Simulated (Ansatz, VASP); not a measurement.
**One calculation of TiHO, two programs**

```
Ti H O
1.0
     3.24678    0.00000    0.00000
     0.00000    3.34847    0.00000
     0.00000    0.00000    4.87733
Ti H O
2 2 2
Direct
  0.00000 0.50000 0.00000
  0.50000 0.00000 0.50000
  0.50000 0.50000 0.25618
  0.50000 0.50000 0.74382
  0.00000 0.00000 0.75398
  0.00000 0.00000 0.24602
```

Alike in both runs: functional PBE; k mesh 6 × 6 × 4; occupations gaussian, width 0.1 eV; collinear spin.

Ansatz relaxed the structure, and its values are those at the end. VASP's run is a single point on that final structure, the one shown.

|  | VASP | Ansatz |
| --- | --- | --- |
| version | VASP 6.6.1 | Ansatz 0.2.0 |
| potentials or method | VASP PAW PBE potentials, release 64 (Ti_sv, H, O), cutoff 520 eV | scalar-relativistic, plane waves, PAW |
| valence electrons in the cell | 38 | 38 |

```tsv
	VASP	Ansatz	Ansatz less VASP
gap on the k mesh at the Fermi level (eV)	none	none	-
pressure (GPa)	0.0	0.0	-0.07
rms of the force components (eV/Å)	0.047	0.004	-0.0429
net moment per atom (μB)	0.02	0.24	+0.218
size of the moment on the site where the two differ most (μB)	0.36	0.49	+0.125
```

The net moments are unlike, so the other rows may belong to different states. Site moments also hang on the region over which each program counts them. A gap of «none» marks a metal or a gap that the smearing closes. Ansatz's warnings: cell relax basis refresh, seeded moment not kept, spin hold released.
